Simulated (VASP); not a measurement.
# KBr (Fm-3m) in VASP: notebook, part 3 of 3

VASP 6.6.1.

## Step 5: Single point, r2SCAN (volume scaled by 1.06)

Input file POSCAR:

```
KBr
1.0
    0.0000000000      3.3669916226      3.3669916226
    3.3669916226      0.0000000000      3.3669916226
    3.3669916226      3.3669916226      0.0000000000
K Br
1 1
Direct
    0.0000000000      0.0000000000      0.0000000000
    0.5000000000      0.5000000000      0.5000000000
```

Input file INCAR.step1:

```
SYSTEM = KBr
ALGO = Normal
EDIFF = 1E-4
ENCUT = 520
GGA = PE
ISMEAR = 0
LASPH = .TRUE.
LCHARG = .FALSE.
LREAL = .FALSE.
LWAVE = .TRUE.
NBANDS = 15
NELM = 60
PREC = Accurate
SIGMA = 0.02
```

Input file INCAR.step2:

```
SYSTEM = KBr
ALGO = Normal
EDIFF = 1E-7
ENCUT = 520
ISIF = 2
ISMEAR = 0
ISTART = 1
LASPH = .TRUE.
LCHARG = .FALSE.
LMIXTAU = .TRUE.
LREAL = .FALSE.
LWAVE = .FALSE.
METAGGA = R2SCAN
NBANDS = 15
NELM = 60
PREC = Accurate
SIGMA = 0.02
```

Input file KPOINTS:

```
k-points
0
G
  6 6 6
  0 0 0
```

Potentials or basis: VASP PAW PBE potentials, release 64 (K_sv, Br).

On the command line:

```
$ cat potpaw_PBE.64/K_sv/POTCAR potpaw_PBE.64/Br/POTCAR > POTCAR
$ cp INCAR.step1 INCAR
$ mpirun -np 1 vasp_std > vasp.out
$ cp INCAR.step2 INCAR
$ mpirun -np 1 vasp_std > vasp.out
```

OUTCAR:

```text
SYSTEM = KBr
   EDIFF = 1E-7
   ENCUT = 520
   ISIF = 2
   ISMEAR = 0
   ISTART = 1
   LASPH = .TRUE.
   LREAL = .FALSE.
   METAGGA = R2SCAN
   NELM = 60
   PREC = Accurate

 ion  position               nearest neighbor table
   1  0.000  0.000  0.000-
   2  0.500  0.500  0.500-

  LATTYP: Found a face centered cubic cell.
 ALAT       =     6.7339832452

  Lattice vectors:

 A1 = (   0.0000000000,   3.3669916226,   3.3669916226)
 A2 = (   3.3669916226,   0.0000000000,   3.3669916226)
 A3 = (   3.3669916226,   3.3669916226,   0.0000000000)

Analysis of symmetry for initial positions (statically):
=====================================================================
 Subroutine PRICEL returns:
 Original cell was already a primitive cell.

 Routine SETGRP: Setting up the symmetry group for a
 face centered cubic supercell.

 Subroutine GETGRP returns: Found 48 space group operations
 (whereof 48 operations were pure point group operations)
 out of a pool of 48 trial point group operations.

The static configuration has the point symmetry O_h .

Analysis of symmetry for dynamics (positions and initial velocities):
=====================================================================
 Subroutine PRICEL returns:
 Original cell was already a primitive cell.

 Routine SETGRP: Setting up the symmetry group for a
 face centered cubic supercell.

 Subroutine GETGRP returns: Found 48 space group operations
 (whereof 48 operations were pure point group operations)
 out of a pool of 48 trial point group operations.

The dynamic configuration has the point symmetry O_h .

 Subroutine INISYM returns: Found 48 space group operations
 (whereof 48 operations are pure point group operations),
 and found     1 'primitive' translations

----------------------------------------------------------------------------------------

                                     Primitive cell

  volume of cell :      76.3407

  direct lattice vectors                    reciprocal lattice vectors
     0.000000000  3.366991623  3.366991623    -0.148500518  0.148500518  0.148500518
     3.366991623  0.000000000  3.366991623     0.148500518 -0.148500518  0.148500518
     3.366991623  3.366991623  0.000000000     0.148500518  0.148500518 -0.148500518

  length of vectors
     4.761645217  4.761645217  4.761645217     0.257210442  0.257210442  0.257210442

  position of ions in fractional coordinates (direct lattice)
     0.000000000  0.000000000  0.000000000
     0.500000000  0.500000000  0.500000000

  ion indices of the primitive-cell ions
   primitive index   ion index
                 1           1
                 2           2

----------------------------------------------------------------------------------------

 KPOINTS: k-points

Automatic generation of k-mesh.
 Grid dimensions read from file:
 generate k-points for:    6    6    6

 Generating k-lattice:

  Cartesian coordinates                     Fractional coordinates (reciprocal lattice)
    -0.024750086  0.024750086  0.024750086     0.166666667  0.000000000  0.000000000
     0.024750086 -0.024750086  0.024750086     0.000000000  0.166666667  0.000000000
     0.024750086  0.024750086 -0.024750086     0.000000000  0.000000000  0.166666667

  Length of vectors
     0.042868407  0.042868407  0.042868407

  Shift w.r.t. Gamma in fractional coordinates (k-lattice)
     0.000000000  0.000000000  0.000000000

 Subroutine IBZKPT returns following result:
 ===========================================

 Found     16 irreducible k-points:

 Following reciprocal coordinates:
            Coordinates               Weight
  0.000000  0.000000  0.000000      1.000000
  0.166667  0.000000  0.000000      8.000000
  0.333333  0.000000  0.000000      8.000000
  0.500000  0.000000  0.000000      4.000000
  0.166667  0.166667  0.000000      6.000000
  0.333333  0.166667  0.000000     24.000000
[... 8 lines left out ...]
 -0.333333  0.333333  0.166667     24.000000
 -0.333333  0.500000  0.166667     12.000000
   k-points           NKPTS =     16   k-points in BZ     NKDIM =     16   number of bands    NBANDS=     15
   number of dos      NEDOS =    301   number of ions     NIONS =      2
   total plane-waves  NPLWV =  46656
   dimension x,y,z NGX =    36 NGY =   36 NGZ =   36
   dimension x,y,z NGXF=    72 NGYF=   72 NGZF=   72
   ions per type =               1   1
   NGX,Y,Z   is equivalent  to a cutoff of  12.57, 12.57, 12.57 a.u.
   NGXF,Y,Z  is equivalent  to a cutoff of  25.14, 25.14, 25.14 a.u.
 SYSTEM =  KBr
   PREC   = accura    normal or accurate (medium, high low for compatibility)
   ISTART =      1    job   : 0-new  1-cont  2-samecut
   ICHARG =      0    charge: 1-file 2-atom 10-const
   ISPIN  =      1    spin polarized calculation?
   LNONCOLLINEAR =      F non collinear calculations
   LSORBIT =      F    spin-orbit coupling
   LASPH  =      T    aspherical Exc in radial PAW
   ENCUT  =  520.0 eV  38.22 Ry    6.18 a.u.   8.85  8.85  8.85*2*pi/ulx,y,z
   NELM   =     60;   NELMIN=  2; NELMDL=  0     # of ELM steps
   EDIFF  = 0.1E-06   stopping-criterion for ELM
   LREAL  =      F    real-space projection
   EDIFFG = 0.1E-05   stopping-criterion for IOM
   NSW    =      0    number of steps for IOM
   IBRION =     -1    ionic relax: 0-MD 1-quasi-New 2-CG
   NFREE  =      0    steps in history (QN), initial steepest desc. (CG)
   ISIF   =      2    stress and relaxation
   ISYM   =      2    0-nonsym 1-usesym 2-fastsym
   POTIM  = 0.5000    time-step for ionic-motion
   TEBEG  =    0.0;   TEEND  =   0.0 temperature during run
   PSTRESS=    0.0 pullay stress
   NELECT =      16.0000    total number of electrons
   NUPDOWN=      -1.0000    fix difference up-down
   EMIN   =  10.00;   EMAX   =-10.00  energy-range for DOS
   EFERMI =   0.00;   METHOD = LEGACY
   ISMEAR =     0;   SIGMA  =   0.02  broadening in eV -4-tet -1-fermi 0-gaus
   EFERMI_NEDOS =   21; number of points for ismear=-14 and -15
   IALGO  =     38    algorithm
   IMIX   =      4    mixing-type and parameters
     AMIX     =   0.40;   BMIX     =  1.00
     AMIX_MAG =   1.60;   BMIX_MAG =  1.00
  volume/ion in A,a.u.               =      38.17       257.59
  Fermi-wavevector in a.u.,A,eV,Ry     =   0.972440  1.837645 12.866206  0.945639
  Thomas-Fermi vector in A             =   2.102739
   LORBIT       =      0    0 simple, 1 ext, 2 COOP (PROOUT), +10 PAW based schemes
   METAGGA = R2SCAN    functional components
   LHFCALC =     F    Hartree Fock is set to
   AEXX    =    0.0000 exact exchange contribution
   IVDW    =     0    specifies the selected vdW correction
   LEPSILON=     F    determine dielectric tensor
   LRPA    =     F    only Hartree local field effects (RPA)
 non-spin polarized calculation
 Gauss-broadening in eV      SIGMA  =   0.02
  energy-cutoff  :      520.00
  volume of cell :       76.34
 maximum number of plane-waves:      2085
   NGX = 17   NGY = 17   NGZ = 17

 number of electron      16.0000003 magnetization

 Free energy of the ion-electron system (eV)
  ---------------------------------------------------
  ext. energy  EPLUGINS =         0.00000000
  ---------------------------------------------------
  free energy    TOTEN  =       -23.23846752 eV

  energy without entropy =      -23.23846752  energy(sigma->0) =      -23.23846752

 E-fermi :  -2.2771     XC(G=0):  -7.4902

 val. band max:       -2.3742776503   @ k =   0.0000   0.0000   0.0000
 cond. band min:       2.5398160705   @ k =   0.0000   0.0000   0.0000
 fundamental gap:      4.9140937207
 Fermi energy:        -2.2770503477

 k-point     1 :       0.0000    0.0000    0.0000
  band No.  band energies     occupation
      1     -31.3920      2.00000
      2     -15.0317      2.00000
      3     -14.0927      2.00000
      4     -14.0927      2.00000
      5     -14.0927      2.00000
      6      -2.3743      2.00000
      7      -2.3743      2.00000
      8      -2.3743      2.00000
      9       2.5398      0.00000
     10       5.8490      0.00000
     11       5.8490      0.00000
     12       5.8490      0.00000
     13       6.7918      0.00000
     14       6.7918      0.00000
[... 257 lines left out ...]
      2     -15.0103      2.00000
      3     -14.1504      2.00000
      4     -14.1300      2.00000
      5     -14.0342      2.00000
      6      -3.0319      2.00000
      7      -2.7939      2.00000
      8      -2.7888      2.00000
      9       4.7375      0.00000
     10       6.1492      0.00000
     11       6.3402      0.00000
     12       7.4917      0.00000
     13       8.3154      0.00000
     14       9.0150      0.00000
     15       9.4450      0.00000

------------------------ aborting loop because EDIFF is reached ----------------------------------------

  FORCE on cell =-STRESS in cart. coord.  units (eV):
  Direction    XX          YY          ZZ          XY          YZ          ZX
  --------------------------------------------------------------------------------------
  -------------------------------------------------------------------------------------
  Total       -0.3750248     -0.3750248     -0.3750248     -0.0000000      0.0000000      0.0000000
  in kB       -7.8707204     -7.8707204     -7.8707204     -0.0000000      0.0000000      0.0000000
  external PRESSURE =      -7.8707204 kB  Pullay stress =       0.0000000 kB

 VOLUME and BASIS-vectors are now :
 -----------------------------------------------------------------------------
  energy-cutoff  :      520.00
  volume of cell :       76.34
      direct lattice vectors                 reciprocal lattice vectors
     0.000000000  3.366991623  3.366991623    -0.148500518  0.148500518  0.148500518
     3.366991623  0.000000000  3.366991623     0.148500518 -0.148500518  0.148500518
     3.366991623  3.366991623  0.000000000     0.148500518  0.148500518 -0.148500518

 POSITION                                       TOTAL-FORCE (eV/Angst)
 -----------------------------------------------------------------------------------
      0.00000      0.00000      0.00000         0.000000     -0.000000      0.000000
      3.36699      3.36699      3.36699        -0.000000      0.000000     -0.000000
 -----------------------------------------------------------------------------------
    total drift:                                0.000000      0.000000      0.000000

  FREE ENERGIE OF THE ION-ELECTRON SYSTEM (eV)
  ---------------------------------------------------
  free  energy   TOTEN  =       -23.2384675179 eV

  energy  without entropy=      -23.2384675179  energy(sigma->0) =      -23.23846752
```

OUTCAR.step1:

```text
SYSTEM = KBr
   EDIFF = 1E-4
   ENCUT = 520
   GGA = PE
   ISMEAR = 0
   LASPH = .TRUE.
   LREAL = .FALSE.
[... 497 lines left out ...]
      0.00000      0.00000      0.00000         0.000000      0.000000      0.000000
      3.36699      3.36699      3.36699        -0.000000     -0.000000     -0.000000
 -----------------------------------------------------------------------------------
    total drift:                                0.000000      0.000000      0.000000

  FREE ENERGIE OF THE ION-ELECTRON SYSTEM (eV)
  ---------------------------------------------------
  free  energy   TOTEN  =        -6.2233484738 eV

  energy  without entropy=       -6.2233484738  energy(sigma->0) =       -6.22334847
```

It took 55 s on 1 thread of Intel Xeon 6975P-C (Granite Rapids), shared host; peak memory 0.21 GiB.

What came out:

```
Free energy            : -23.2385 eV
Pressure               : -0.8 GPa
Band gap on the k mesh : 4.91 eV, direct
```

Caveat: the PAW data sets were made with another functional, which shifts forces and pressure a little.

## Step 6: Single point, r2SCAN (volume scaled by 1.10)

Input file POSCAR:

```
KBr
1.0
    0.0000000000      3.4088218827      3.4088218827
    3.4088218827      0.0000000000      3.4088218827
    3.4088218827      3.4088218827      0.0000000000
K Br
1 1
Direct
    0.0000000000      0.0000000000      0.0000000000
    0.5000000000      0.5000000000      0.5000000000
```

Input file INCAR.step1:

```
SYSTEM = KBr
ALGO = Normal
EDIFF = 1E-4
ENCUT = 520
GGA = PE
ISMEAR = 0
LASPH = .True.
LCHARG = .False.
LREAL = .False.
LWAVE = .True.
NBANDS = 15
NELM = 100
PREC = Accurate
SIGMA = 0.02
```

Input file INCAR.step2:

```
SYSTEM = KBr
ALGO = Normal
EDIFF = 1E-6
ENCUT = 520
ISIF = 2
ISMEAR = 0
ISTART = 1
LASPH = .True.
LCHARG = .True.
LELF = .True.
LMIXTAU = .True.
LREAL = .False.
LVHAR = .True.
LWAVE = .False.
METAGGA = R2SCAN
NBANDS = 15
NELM = 100
PREC = Accurate
SIGMA = 0.02
```

Input file KPOINTS:

```
k-points
0
Gamma
  6 6 6
  0 0 0
```

Potentials or basis: VASP PAW PBE potentials, release 64 (K_sv, Br).

On the command line:

```
$ cat potpaw_PBE.64/K_sv/POTCAR potpaw_PBE.64/Br/POTCAR > POTCAR
$ cp INCAR.step1 INCAR
$ mpirun -np 1 vasp_std > vasp.out
$ cp INCAR.step2 INCAR
$ mpirun -np 1 vasp_std > vasp.out
```

Run time: 50 s. Hardware: 1 thread of Intel Xeon 6975P-C (Granite Rapids), shared host; peak memory 0.21 GiB.

Results (log left out):

```yaml
Free_energy: -23.2210 eV
Pressure: -1.2 GPa
Band_gap_on_the_k_mesh: 4.82 eV, direct
```

Levels at points of the mesh, in eV from the valence-band top:
```csv
k point,band 5,band 6,band 7,band 8,band 9,band 10,band 11,band 12
"(0.00, 0.00, 0.00)",-11.80,0.00,0.00,0.00,4.82,8.21,8.21,8.21
"(0.50, 0.00, 0.00)",-11.60,-0.99,-0.26,-0.26,6.92,8.50,10.27,10.27
"(0.50, 0.50, 0.00)",-11.83,-0.72,-0.25,-0.25,6.45,7.67,9.59,10.04
```

Caveat: the PAW data sets were made with another functional, which shifts forces and pressure a little.

## Step 7: Overview

```csv
cell,smearing,gap on the mesh (eV),pressure (GPa)
"a = 4.667 Å, angles 60.0°, 2 atoms",gaussian 0.1 eV,5.08,0.1
"a = 4.670 Å, angles 60.0°, 2 atoms",gaussian 0.02 eV,5.07,0.0
"a = 4.716 Å, angles 60.0°, 2 atoms",gaussian 0.02 eV,4.99,-0.4
"a = 4.762 Å, angles 60.0°, 2 atoms",gaussian 0.02 eV,4.91,-0.8
"a = 4.821 Å, angles 60.0°, 2 atoms",gaussian 0.02 eV,4.82,-1.2
```

Alike in all rows: task single point; level r2SCAN; potentials or basis VASP PAW PBE potentials, release 64 (K_sv, Br); no spin polarisation; k mesh 6 × 6 × 6; cutoff (eV) 520.

Caveats: the PAW data sets were made with another functional, which shifts forces and pressure a little.

Total energies depend on the potentials used, so only differences within one code and one set of settings carry meaning.
